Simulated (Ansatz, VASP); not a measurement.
## Two plane-wave programs on CsI

The input INCAR:

```
SYSTEM = CsI
ALGO = Normal ; EDIFF = 1E-6
ENCUT = 500 ; GGA = PE
GGA_COMPAT = .False. ; ISIF = 2
ISMEAR = 0 ; LASPH = .True.
LCHARG = .True. ; LELF = .True.
LREAL = .False. ; LVHAR = .True.
LWAVE = .False. ; NBANDS = 15
NELM = 120 ; PREC = Accurate
SIGMA = 0.05
```

Contents of KPOINTS:

```
k-points
0
Gamma
  6 6 6
  0 0 0
```

File POSCAR:

```
CsI
1.0
    4.5667000000      0.0000000000      0.0000000000
    0.0000000000      4.5667000000      0.0000000000
    0.0000000000      0.0000000000      4.6580340000
Cs I
1 1
Direct
    0.0000000000      0.0000000000      0.0000000000
    0.5000000000      0.5000000000      0.5000000000
```

Input for Ansatz:

```yaml
crystal:
  lattice:
    - [4.5667, 0.0, 0.0]
    - [0.0, 4.5667, 0.0]
    - [0.0, 0.0, 4.658034]
  atoms:
    - { symbol: Cs, position: [0.0, 0.0, 0.0] }
    - { symbol: I, position: [0.5, 0.5, 0.5] }
basis:
  ecutwfc: 420
kpoints:
  mp_grid: { grid: [6, 6, 6] }
hamiltonian:
  xc: pbe
scf:
  occupations: { method: gaussian, width: 0.05 }
output:
  forces: true
  stress: true
  eigenvalues: true
  write_density: true
  write_potential: true
  elf: true
  volumetric_format: npy
```

Change from the starting cell: strain +0.0200 x Voigt [0, 0, 1, 0, 0, 0], atoms carried along.

Alike in both runs: task single point; functional PBE; k mesh 6 × 6 × 6; occupations gaussian, width 0.05 eV; no spin polarisation.

|  | VASP | Ansatz |
| --- | --- | --- |
| version | VASP 6.6.1 | Ansatz 0.2.0 |
| potentials or method | VASP PAW PBE potentials, release 64 (Cs_sv, I), cutoff 500 eV | scalar-relativistic, plane waves, PAW |
| valence electrons in the cell | 16 | 26 |

```csv
,VASP,Ansatz,Ansatz less VASP
gap on the k mesh at the Fermi level (eV),3.77,3.79,+0.013
least direct gap on the mesh (eV),3.87,3.88,+0.010
pressure (GPa),0.5,0.5,-0.03
"traceless stress, the component that is largest in VASP (GPa)",-0.23,-0.23,+0.001
```

VASP's potentials hold 16 valence electrons a cell and Ansatz's 26, so a difference there can come from the potentials and not from the codes.

Spin-orbit coupling is off throughout.
